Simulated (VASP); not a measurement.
# BaTe (F-43m) in VASP: a series of runs

BaTe is run at these levels: HSE06, PBE-based screened hybrid with 35 % exact exchange; tasks: single point.

All numbers are computed with VASP 6.6.1; they aren't measurements. Logs are shortened: lines on timing, memory, paths and dates and some standing lists are left out, and cuts for length are marked.

**1. The cell of the first run**

It takes space group F-43m (No. 216, cubic). Conventional cell: a = 7.828 Å, b = 7.828 Å, c = 7.828 Å, α = 90.00°, β = 90.00°, γ = 90.00°. Ba (site symmetry -43m) has 4 Te at 3.39 Å within 4.5 Å. Te (site symmetry -43m) has 4 Ba at 3.39 Å within 4.5 Å.

**2. Single point, HSE06**

File POSCAR:

```
BaTe
1.0
    0.0000000000      3.9141586662      3.9141586662
    3.9141586662      0.0000000000      3.9141586662
    3.9141586662      3.9141586662      0.0000000000
Ba Te
1 1
Direct
    0.0000000000      0.0000000000      0.0000000000
    0.2500000000      0.2500000000      0.2500000000
```

File INCAR.step1:

```
ALGO     = Normal         # electronic algorithm
EDIFF    = 1E-5           # SCF threshold, eV
ENCUT    = 520            # plane-wave cutoff, eV
GGA      = PE             # functional
ISIF     = 2              # what is computed and relaxed
ISMEAR   = 0              # smearing method
LASPH    = True           # aspherical terms in the spheres
LCHARG   = False          # write CHGCAR
LREAL    = False          # projectors in reciprocal space
LWAVE    = True           # write WAVECAR
NBANDS   = 15             # bands
NELM     = 60             # most SCF steps
PREC     = Accurate       # precision mode
SIGMA    = 0.01           # smearing width, eV
```

File INCAR.step2:

```
ALGO     = Normal         # electronic algorithm
EDIFF    = 1E-6           # SCF threshold, eV
ENCUT    = 520            # plane-wave cutoff, eV
GGA      = PE             # functional
HFSCREEN = 0.2079         # screening, 1/A
ISIF     = 2              # what is computed and relaxed
ISMEAR   = 0              # smearing method
ISTART   = 1            
LASPH    = True           # aspherical terms in the spheres
LCHARG   = False          # write CHGCAR
LHFCALC  = True           # exact exchange
LREAL    = False          # projectors in reciprocal space
LWAVE    = False          # write WAVECAR
NBANDS   = 15             # bands
NELM     = 60             # most SCF steps
PREC     = Accurate       # precision mode
PRECFOCK = Normal       
SIGMA    = 0.01           # smearing width, eV
```

File KPOINTS:

```
k-points
0
Gamma
  4 4 4
```

Potentials or basis: VASP PAW PBE potentials, release 64 (Ba_sv, Te).

The run is started by

```
$ cat potpaw_PBE.64/Ba_sv/POTCAR potpaw_PBE.64/Te/POTCAR > POTCAR
$ cp INCAR.step1 INCAR
$ mpirun -np 1 vasp_std > vasp.out
$ cp INCAR.step2 INCAR
$ mpirun -np 1 vasp_std > vasp.out
```

OUTCAR:

```text
EDIFF = 1E-6
   ENCUT = 520
   GGA = PE
   HFSCREEN = 0.2079
   ISIF = 2
   ISMEAR = 0
   ISTART = 1
   LASPH = True
   LHFCALC = True
   LREAL = False
   NELM = 60
   PREC = Accurate
   PRECFOCK = Normal

 ion  position               nearest neighbor table
   1  0.000  0.000  0.000-   2 3.39   2 3.39   2 3.39   2 3.39
   2  0.250  0.250  0.250-   1 3.39   1 3.39   1 3.39   1 3.39

  LATTYP: Found a face centered cubic cell.
 ALAT       =     7.8283173324

  Lattice vectors:

 A1 = (   0.0000000000,   3.9141586662,   3.9141586662)
 A2 = (   3.9141586662,   0.0000000000,   3.9141586662)
 A3 = (   3.9141586662,   3.9141586662,   0.0000000000)

Analysis of symmetry for initial positions (statically):
=====================================================================
 Subroutine PRICEL returns:
 Original cell was already a primitive cell.

 Routine SETGRP: Setting up the symmetry group for a
 face centered cubic supercell.

 Subroutine GETGRP returns: Found 24 space group operations
 (whereof 24 operations were pure point group operations)
 out of a pool of 48 trial point group operations.

The static configuration has the point symmetry T_d .

Analysis of symmetry for dynamics (positions and initial velocities):
=====================================================================
 Subroutine PRICEL returns:
 Original cell was already a primitive cell.

 Routine SETGRP: Setting up the symmetry group for a
 face centered cubic supercell.

 Subroutine GETGRP returns: Found 24 space group operations
 (whereof 24 operations were pure point group operations)
 out of a pool of 48 trial point group operations.

The dynamic configuration has the point symmetry T_d .

 Subroutine INISYM returns: Found 24 space group operations
 (whereof 24 operations are pure point group operations),
 and found     1 'primitive' translations

----------------------------------------------------------------------------------------

                                     Primitive cell

  volume of cell :     119.9348

  direct lattice vectors                    reciprocal lattice vectors
     0.000000000  3.914158666  3.914158666    -0.127741372  0.127741372  0.127741372
     3.914158666  0.000000000  3.914158666     0.127741372 -0.127741372  0.127741372
     3.914158666  3.914158666  0.000000000     0.127741372  0.127741372 -0.127741372

  length of vectors
     5.535456271  5.535456271  5.535456271     0.221254547  0.221254547  0.221254547

  position of ions in fractional coordinates (direct lattice)
     0.000000000  0.000000000  0.000000000
     0.250000000  0.250000000  0.250000000

  ion indices of the primitive-cell ions
   primitive index   ion index
                 1           1
                 2           2

----------------------------------------------------------------------------------------

 KPOINTS: k-points

Automatic generation of k-mesh.
 Grid dimensions read from file:
 generate k-points for:    4    4    4

 Generating k-lattice:

  Cartesian coordinates                     Fractional coordinates (reciprocal lattice)
    -0.031935343  0.031935343  0.031935343     0.250000000  0.000000000  0.000000000
     0.031935343 -0.031935343  0.031935343     0.000000000  0.250000000  0.000000000
     0.031935343  0.031935343 -0.031935343     0.000000000  0.000000000  0.250000000

  Length of vectors
     0.055313637  0.055313637  0.055313637

  Shift w.r.t. Gamma in fractional coordinates (k-lattice)
     0.000000000  0.000000000  0.000000000

 Subroutine IBZKPT returns following result:
 ===========================================

 Found      8 irreducible k-points:

 Following reciprocal coordinates:
            Coordinates               Weight
  0.000000  0.000000  0.000000      1.000000
  0.250000  0.000000  0.000000      8.000000
  0.500000  0.000000  0.000000      4.000000
  0.250000  0.250000  0.000000      6.000000
  0.500000  0.250000  0.000000     24.000000
 -0.250000  0.250000  0.000000     12.000000
  0.500000  0.500000  0.000000      3.000000
 -0.250000  0.500000  0.250000      6.000000
   k-points           NKPTS =      8   k-points in BZ     NKDIM =     64   number of bands    NBANDS=     15
   number of dos      NEDOS =    301   number of ions     NIONS =      2
   total plane-waves  NPLWV =  74088
   dimension x,y,z NGX =    42 NGY =   42 NGZ =   42
   dimension x,y,z NGXF=    84 NGYF=   84 NGZF=   84
   ions per type =               1   1
   NGX,Y,Z   is equivalent  to a cutoff of  12.61, 12.61, 12.61 a.u.
   NGXF,Y,Z  is equivalent  to a cutoff of  25.23, 25.23, 25.23 a.u.
 SYSTEM =  unknown system
   PREC   = accura    normal or accurate (medium, high low for compatibility)
   ISTART =      1    job   : 0-new  1-cont  2-samecut
   ICHARG =      0    charge: 1-file 2-atom 10-const
   ISPIN  =      1    spin polarized calculation?
   LNONCOLLINEAR =      F non collinear calculations
   LSORBIT =      F    spin-orbit coupling
   LASPH  =      T    aspherical Exc in radial PAW
   ENCUT  =  520.0 eV  38.22 Ry    6.18 a.u.  10.29 10.29 10.29*2*pi/ulx,y,z
   NELM   =     60;   NELMIN=  2; NELMDL=  0     # of ELM steps
   EDIFF  = 0.1E-05   stopping-criterion for ELM
   LREAL  =      F    real-space projection
   EDIFFG = 0.1E-04   stopping-criterion for IOM
   NSW    =      0    number of steps for IOM
   IBRION =     -1    ionic relax: 0-MD 1-quasi-New 2-CG
   NFREE  =      0    steps in history (QN), initial steepest desc. (CG)
   ISIF   =      2    stress and relaxation
   ISYM   =      3    0-nonsym 1-usesym 2-fastsym
   POTIM  = 0.5000    time-step for ionic-motion
   TEBEG  =    0.0;   TEEND  =   0.0 temperature during run
   PSTRESS=    0.0 pullay stress
   NELECT =      16.0000    total number of electrons
   NUPDOWN=      -1.0000    fix difference up-down
   EMIN   =  10.00;   EMAX   =-10.00  energy-range for DOS
   EFERMI =   0.00;   METHOD = LEGACY
   ISMEAR =     0;   SIGMA  =   0.01  broadening in eV -4-tet -1-fermi 0-gaus
   EFERMI_NEDOS =   21; number of points for ismear=-14 and -15
   IALGO  =     38    algorithm
   IMIX   =      1    mixing-type and parameters
     AMIX     =   0.40;   BMIX     =  1.00
     AMIX_MAG =   1.60;   BMIX_MAG =  1.00
  volume/ion in A,a.u.               =      59.97       404.68
  Fermi-wavevector in a.u.,A,eV,Ry     =   0.836501  1.580757  9.520455  0.699734
  Thomas-Fermi vector in A             =   1.950236
   LORBIT       =      0    0 simple, 1 ext, 2 COOP (PROOUT), +10 PAW based schemes
   GGA     = PE    functional components
   LHFCALC =     T    Hartree Fock is set to
   PRECFOCK=normal    Normal, Fast or Accurate (Low or Medium for compatibility)
   ENCUT4O =  -1.0   cutoff for four orbital integrals eV
   NKREDX  =     1    reduce k-point grid by
   NKREDY  =     1    reduce k-point grid by
   NKREDZ  =     1    reduce k-point grid by
   AEXX    =    0.2500 exact exchange contribution
   HFSCREEN=    0.2079 screening length (either q_TF or 0.3 A-1)
   HFSCREENC=   0.2079 screening length for correlation (either q_TF or 0.3 A-1)
   ENCUTFOCK=  -1.0 apply spherical cutoff to Coloumb kernel
   IVDW    =     0    specifies the selected vdW correction
   LEPSILON=     F    determine dielectric tensor
   LRPA    =     F    only Hartree local field effects (RPA)
 non-spin polarized calculation
 Gauss-broadening in eV      SIGMA  =   0.01
  energy-cutoff  :      520.00
  volume of cell :      119.93
 maximum number of plane-waves:      3250
 NGX is ok and might be reduce to    42
  NGX = 32; NGY = 32; NGZ = 32

 number of electron      16.0000000 magnetization

 Free energy of the ion-electron system (eV)
  ---------------------------------------------------
  ext. energy  EPLUGINS =         0.00000000
  ---------------------------------------------------
  free energy    TOTEN  =        -9.22894202 eV

  energy without entropy =       -9.22894202  energy(sigma->0) =       -9.22894202

 E-fermi :  -0.4771     XC(G=0):  -5.6665

 val. band max:       -0.5283221399   @ k =  -0.2500   0.5000   0.2500
 cond. band min:       2.7625555761   @ k =   0.0000   0.0000   0.0000
 fundamental gap:      3.2908777161
 Fermi energy:        -0.4771138796

 k-point     1 :       0.0000    0.0000    0.0000
  band No.  band energies     occupation
      1     -29.2804      2.00000
      2     -13.4126      2.00000
      3     -13.4126      2.00000
      4     -13.4126      2.00000
      5     -10.0175      2.00000
      6      -0.9654      2.00000
      7      -0.9654      2.00000
      8      -0.9654      2.00000
      9       2.7626      0.00000
     10       4.5712      0.00000
     11       4.5712      0.00000
     12       6.5286      0.00000
     13       6.5286      0.00000
     14       6.5286      0.00000
     15       8.3751      0.00000

 k-point     2 :       0.2500    0.0000    0.0000
  band No.  band energies     occupation
      1     -29.2784      2.00000
      2     -13.5205      2.00000
      3     -13.4217      2.00000
      4     -13.4217      2.00000
      5      -9.8530      2.00000
      6      -1.1858      2.00000
      7      -0.8655      2.00000
      8      -0.8655      2.00000
      9       3.7863      0.00000
     10       4.3981      0.00000
     11       4.3981      0.00000
     12       5.8984      0.00000
     13       6.6118      0.00000
     14       6.7203      0.00000
     15       6.7203      0.00000
[... 77 lines left out ...]
      3     -13.4563      2.00000
      4     -13.4563      2.00000
      5      -9.5957      2.00000
      6      -1.5368      2.00000
      7      -0.5306      2.00000
      8      -0.5306      2.00000
      9       3.1628      0.00000
     10       4.2463      0.00000
     11       5.4556      0.00000
     12       5.4556      0.00000
     13       5.5415      0.00000
     14       7.4655      0.00000
     15       7.9962      0.00000

 k-point     8 :      -0.2500    0.5000    0.2500
  band No.  band energies     occupation
      1     -29.2750      2.00000
      2     -13.6331      2.00000
      3     -13.4704      2.00000
      4     -13.4569      2.00000
      5      -9.5948      2.00000
      6      -1.1220      2.00000
      7      -1.0210      2.00000
      8      -0.5283      2.00000
      9       3.1745      0.00000
     10       4.1160      0.00000
     11       5.2250      0.00000
     12       5.5674      0.00000
     13       6.4744      0.00000
     14       7.4851      0.00000
     15       7.6516      0.00000

------------------------ aborting loop because EDIFF is reached ----------------------------------------

  FORCE on cell =-STRESS in cart. coord.  units (eV):
  Direction    XX          YY          ZZ          XY          YZ          ZX
  --------------------------------------------------------------------------------------
  -------------------------------------------------------------------------------------
  Total        0.0115482      0.0115482      0.0115482     -0.0000000      0.0000000     -0.0000000
  in kB        0.1542697      0.1542697      0.1542697     -0.0000000      0.0000000     -0.0000000
  external PRESSURE =       0.1542697 kB  Pullay stress =       0.0000000 kB

 VOLUME and BASIS-vectors are now :
 -----------------------------------------------------------------------------
  energy-cutoff  :      520.00
  volume of cell :      119.93
      direct lattice vectors                 reciprocal lattice vectors
     0.000000000  3.914158666  3.914158666    -0.127741372  0.127741372  0.127741372
     3.914158666  0.000000000  3.914158666     0.127741372 -0.127741372  0.127741372
     3.914158666  3.914158666  0.000000000     0.127741372  0.127741372 -0.127741372

 POSITION                                       TOTAL-FORCE (eV/Angst)
 -----------------------------------------------------------------------------------
      0.00000      0.00000      0.00000        -0.000000     -0.000000     -0.000000
      1.95708      1.95708      1.95708         0.000000      0.000000      0.000000
 -----------------------------------------------------------------------------------
    total drift:                               -0.000003      0.000003     -0.000003

  FREE ENERGIE OF THE ION-ELECTRON SYSTEM (eV)
  ---------------------------------------------------
  free  energy   TOTEN  =        -9.2289420198 eV

  energy  without entropy=       -9.2289420198  energy(sigma->0) =       -9.22894202
```

It took 9.2 min on 1 thread of AMD EPYC 7R13 (Zen 3), shared host; peak memory 0.36 GiB.

What came out:

```
Free energy            : -9.2289 eV
Pressure               : 0.0 GPa
Band gap on the k mesh : 3.29 eV (least direct gap 3.69 eV)
```

Caveat: the structure was generated, so it needn't be the stable form of BaTe; the PAW data sets were made with another functional, which shifts forces and pressure a little; spin-orbit coupling is left out, which moves the levels of the heavy elements.

(Continued in part 2 of 2.)
